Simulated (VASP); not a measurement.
# CuO (P-1) in VASP: notebook

Runs on CuO. Level: PBEsol. Tasks: single point.

Everything below comes from runs of VASP 6.6.1. Logs are shortened: lines on timing, memory, paths and dates and some standing lists are left out, and cuts for length are marked.

## Step 1: The cell of the first run

The typed cell holds 4 atoms: a = 2.880 Å, b = 2.880 Å, c = 5.176 Å, α = 89.81°, β = 89.81°, γ = 89.22°.

## Step 2: Single point, PBEsol

Input file INCAR:

```
PREC = Accurate
ENCUT = 520
EDIFF = 1E-6
ISMEAR = 0
SIGMA = 0.1
LREAL = False
LASPH = True
NELM = 100
ALGO = Normal
ISIF = 2
LWAVE = False
LCHARG = True
GGA = PS
LELF = True
LVHAR = True
NBANDS = 25
```

Input file KPOINTS:

```
regular mesh
0
Gamma
  4 4 2
```

Input file POSCAR:

```
CuO
1.0
    2.8795009639      0.0000000000      0.0000000000
    0.0390727580      2.8792794796      0.0000000000
    0.0174953863      0.0172449008      5.1763391994
Cu O
2 2
Direct
    0.5000000000      0.0000000000      0.5000000000
    0.0000000000      0.5000000000      0.0000000000
    0.0015760300      0.9983282200      0.2501129000
    0.9984239700      0.0016717800      0.7498871000
```

Potentials or basis: VASP PAW PBE potentials, release 64 (Cu, O).

The run is started by

```
$ cat potpaw_PBE.64/Cu/POTCAR potpaw_PBE.64/O/POTCAR > POTCAR
$ mpirun -np 1 vasp_std > vasp.out
```

OUTCAR:

```text
PREC = Accurate
   ENCUT = 520
   EDIFF = 1E-6
   ISMEAR = 0
   LREAL = False
   LASPH = True
   NELM = 100
   ISIF = 2
   GGA = PS

 ion  position               nearest neighbor table
   1  0.500  0.000  0.500-   3 1.94   4 1.94   3 1.94   4 1.94
   2  0.000  0.500  0.000-   3 1.94   4 1.94   4 1.94   3 1.94
   3  0.002  0.998  0.250-   1 1.94   1 1.94   2 1.94   2 1.94
   4  0.998  0.002  0.750-   1 1.94   1 1.94   2 1.94   2 1.94

  LATTYP: Found a base centered monoclinic cell.
 ALAT       =    11.1169163425
 B/A-ratio  =     0.3638182808
 C/A-ratio  =     0.4656324948
 COS(beta)  =    -0.9295148209

  Lattice vectors:

 A1 = (   2.8620055776,  -0.0172449008,  -5.1763391994)
 A2 = (   0.0215773717,   2.8620345788,  -5.1763391994)
 A3 = (   0.0174953863,   0.0172449008,   5.1763391994)

Analysis of symmetry for initial positions (statically):
=====================================================================
 Subroutine PRICEL returns:
 Original cell was already a primitive cell.

 Routine SETGRP: Setting up the symmetry group for a
 base centered monoclinic supercell.

 Subroutine GETGRP returns: Found  2 space group operations
 (whereof  2 operations were pure point group operations)
 out of a pool of  4 trial point group operations.

The static configuration has the point symmetry S_2 .

Analysis of symmetry for dynamics (positions and initial velocities):
=====================================================================
 Subroutine PRICEL returns:
 Original cell was already a primitive cell.

 Routine SETGRP: Setting up the symmetry group for a
 base centered monoclinic supercell.

 Subroutine GETGRP returns: Found  2 space group operations
 (whereof  2 operations were pure point group operations)
 out of a pool of  4 trial point group operations.

The dynamic configuration has the point symmetry S_2 .

 Subroutine INISYM returns: Found  2 space group operations
 (whereof  2 operations are pure point group operations),
 and found     1 'primitive' translations

----------------------------------------------------------------------------------------

                                     Primitive cell

  volume of cell :      42.9164

  direct lattice vectors                    reciprocal lattice vectors
     2.879500964  0.000000000  0.000000000     0.347282398 -0.004712735 -0.001158071
     0.039072758  2.879279480  0.000000000     0.000000000  0.347309112 -0.001157055
     0.017495386  0.017244901  5.176339199     0.000000000  0.000000000  0.193186722

[... 82 lines left out ...]
   EDIFF  = 0.1E-05   stopping-criterion for ELM
   LREAL  =      F    real-space projection
   EDIFFG = 0.1E-04   stopping-criterion for IOM
   NSW    =      0    number of steps for IOM
   IBRION =     -1    ionic relax: 0-MD 1-quasi-New 2-CG
   NFREE  =      0    steps in history (QN), initial steepest desc. (CG)
   ISIF   =      2    stress and relaxation
   ISYM   =      2    0-nonsym 1-usesym 2-fastsym
   POTIM  = 0.5000    time-step for ionic-motion
   TEBEG  =    0.0;   TEEND  =   0.0 temperature during run
   PSTRESS=    0.0 pullay stress
   NELECT =      34.0000    total number of electrons
   NUPDOWN=      -1.0000    fix difference up-down
   EMIN   =  10.00;   EMAX   =-10.00  energy-range for DOS
   EFERMI =   0.00;   METHOD = LEGACY
   ISMEAR =     0;   SIGMA  =   0.10  broadening in eV -4-tet -1-fermi 0-gaus
   EFERMI_NEDOS =   21; number of points for ismear=-14 and -15
   IALGO  =     38    algorithm
   IMIX   =      4    mixing-type and parameters
     AMIX     =   0.40;   BMIX     =  1.00
     AMIX_MAG =   1.60;   BMIX_MAG =  1.00
  volume/ion in A,a.u.               =      10.73        72.40
  Fermi-wavevector in a.u.,A,eV,Ry     =   1.514816  2.862587 31.220846  2.294667
  Thomas-Fermi vector in A             =   2.624423
   LORBIT       =      0    0 simple, 1 ext, 2 COOP (PROOUT), +10 PAW based schemes
   GGA     = PS    functional components
   LHFCALC =     F    Hartree Fock is set to
   AEXX    =    0.0000 exact exchange contribution
   IVDW    =     0    specifies the selected vdW correction
   LEPSILON=     F    determine dielectric tensor
   LRPA    =     F    only Hartree local field effects (RPA)
 non-spin polarized calculation
 Gauss-broadening in eV      SIGMA  =   0.10
  energy-cutoff  :      520.00
  volume of cell :       42.92
 maximum number of plane-waves:      1168
 NGX is ok and might be reduce to    24
   NGX = 11   NGY = 11   NGZ = 19

 number of electron      33.9999982 magnetization

 Free energy of the ion-electron system (eV)
  ---------------------------------------------------
  ext. energy  EPLUGINS =         0.00000000
  ---------------------------------------------------
  free energy    TOTEN  =       -21.56295878 eV

  energy without entropy =      -21.55556195  energy(sigma->0) =      -21.55926036

 E-fermi :   5.0507     XC(G=0): -11.7792

 val. band max:        5.0025367285   @ k =   0.5000   0.0000   0.5000
 cond. band min:       5.1975899575   @ k =   0.0000   0.0000   0.5000
 fundamental gap:      0.1950532290
 Fermi energy:         5.0507411801

 k-point     1 :       0.0000    0.0000    0.0000
  band No.  band energies     occupation
      1     -14.8682      2.00000
      2     -13.5366      2.00000
      3      -3.3502      2.00000
      4      -0.4710      2.00000
      5      -0.4439      2.00000
      6       1.2435      2.00000
[... 549 lines left out ...]
     24      16.4943      0.00000
     25      20.4482      0.00000

------------------------ aborting loop because EDIFF is reached ----------------------------------------

  FORCE on cell =-STRESS in cart. coord.  units (eV):
  Direction    XX          YY          ZZ          XY          YZ          ZX
  --------------------------------------------------------------------------------------
  -------------------------------------------------------------------------------------
  Total        0.1259320      0.1096017     -1.2911036     -0.0210655     -0.0034365     -0.0072223
  in kB        4.7013517      4.0917028    -48.2000958     -0.7864261     -0.1282919     -0.2696271
  external PRESSURE =     -13.1356804 kB  Pullay stress =       0.0000000 kB

 VOLUME and BASIS-vectors are now :
 -----------------------------------------------------------------------------
  energy-cutoff  :      520.00
  volume of cell :       42.92
      direct lattice vectors                 reciprocal lattice vectors
     2.879500964  0.000000000  0.000000000     0.347282398 -0.004712735 -0.001158071
     0.039072758  2.879279480  0.000000000     0.000000000  0.347309112 -0.001157055
     0.017495386  0.017244901  5.176339199     0.000000000  0.000000000  0.193186722

 POSITION                                       TOTAL-FORCE (eV/Angst)
 -----------------------------------------------------------------------------------
      1.44850      0.00862      2.58817        -0.000000      0.000000      0.000000
      0.01954      1.43964      0.00000        -0.000000      0.000000      0.000000
      0.04792      2.87878      1.29467        -0.006843      0.008621     -0.010472
      2.88815      0.01775      3.88167         0.006843     -0.008621      0.010472
 -----------------------------------------------------------------------------------
    total drift:                                0.000000     -0.000000     -0.000000

  FREE ENERGIE OF THE ION-ELECTRON SYSTEM (eV)
  ---------------------------------------------------
  free  energy   TOTEN  =       -21.5629587750 eV

  energy  without entropy=      -21.5555619542  energy(sigma->0) =      -21.55926036
```

stdout:

```text
POSCAR found type information on POSCAR CuO
 POSCAR found :  2 types and       4 ions
 scaLAPACK will be used
 -----------------------------------------------------------------------------
|                                                                             |
|                                                                             |
|     You enforced a specific xc type in the INCAR file but a different       |
|     I HOPE YOU KNOW WHAT YOU ARE DOING!                                     |
|                                                                             |
 -----------------------------------------------------------------------------

 LDA part: xc-table for (Slater+PW92), standard interpolation
 POSCAR, INCAR and KPOINTS ok, starting setup
 FFT: planning ... GRIDC
 FFT: planning ... GRID_SOFT
 FFT: planning ... GRID
 WAVECAR not read
 entering main loop
```

Wall time 19 s (1 thread of Intel Xeon Platinum 8488C (Sapphire Rapids), shared host); peak memory 0.16 GiB.

Results:

| Quantity | Value |
| --- | --- |
| Free energy | -21.5630 eV |
| Pressure | -1.3 GPa |
| Largest force | 0.015 eV/Å |
| Band gap on the k mesh | zero (bands 17 and 18 overlap by 1.13 eV) |

Forces in eV/Å, atoms in the order of the input:
```
Cu   0.000  0.000  0.000
Cu   0.000  0.000  0.000
O   -0.007  0.009 -0.010
O    0.007 -0.009  0.010
```

Caveat: the k points lie up to 0.61 Å⁻¹ apart, too coarse for converged energies and pressures of a metal; the PAW data sets were made with another functional, which shifts forces and pressure a little; semilocal functionals often make such compounds metallic where correlation or magnetic order opens a gap, which also shifts bond lengths. With open d or f shells a metallic result of PBEsol can be an artefact of self-interaction; +U or a hybrid may open a gap.

## Step 3: Single point, PBEsol

Input file INCAR:

```
  PREC = Accurate
  ENCUT = 520
  EDIFF = 1E-7
  ISMEAR = 0
  SIGMA = 0.1
  LREAL = F
  LASPH = T
  NELM = 80
  ALGO = Normal
  ISIF = 2
  LWAVE = F
  LCHARG = F
  GGA = PS
  NBANDS = 25
```

Input file KPOINTS:

```
Automatic mesh
0
Gamma
  4 4 4
```

POSCAR is that of step 2.

Potentials or basis: VASP PAW PBE potentials, release 64 (Cu, O).

The run is started by

```
$ cat potpaw_PBE.64/Cu/POTCAR potpaw_PBE.64/O/POTCAR > POTCAR
$ mpirun -np 1 vasp_std > vasp.out
```

Wall time 28 s (1 thread of Intel Xeon Platinum 8488C (Sapphire Rapids), shared host); peak memory 0.17 GiB.

It converged, with:

```yaml
Free_energy: -21.5352 eV
Pressure: -1.4 GPa
Largest_force: 0.014 eV/Å
Band_gap_on_the_k_mesh: zero (bands 17 and 18 overlap by 1.14 eV)
```

Forces on the atoms (eV/Å):
```
Cu   0.000  0.000  0.000
Cu   0.000  0.000  0.000
O   -0.006  0.008 -0.009
O    0.006 -0.008  0.009
```

Stress tensor (GPa, compression positive):
```
-0.20 -0.07 -0.01
-0.07 -0.24  0.00
-0.01  0.00 -3.72
```

Levels at points of the mesh, in eV from the Fermi level:
```tsv
k point	band 15	band 16	band 17	band 18	band 19	band 20
(0.00, 0.00, 0.00)	-2.38	-2.09	0.60	0.63	1.38	6.01
(0.50, 0.00, 0.00)	-1.64	-1.56	0.15	0.39	3.35	5.94
(0.00, 0.50, 0.00)	-1.64	-1.57	0.15	0.39	3.36	5.94
(0.50, 0.50, 0.00)	-1.69	-1.23	-1.22	1.12	1.99	7.02
(0.00, 0.00, 0.50)	-1.60	-1.60	0.02	0.03	3.46	3.47
(0.50, 0.00, 0.50)	-2.09	-1.89	-0.18	0.63	4.10	5.88
(0.00, 0.50, 0.50)	-2.09	-1.89	-0.18	0.63	4.11	5.87
(0.50, 0.50, 0.50)	-1.45	-1.45	-0.54	-0.54	3.85	3.85
```

Caveat: the k points lie up to 0.55 Å⁻¹ apart, too coarse for converged energies and pressures of a metal; the PAW data sets were made with another functional, which shifts forces and pressure a little; semilocal functionals often make such compounds metallic where correlation or magnetic order opens a gap, which also shifts bond lengths. With open d or f shells a metallic result of PBEsol can be an artefact of self-interaction; +U or a hybrid may open a gap.
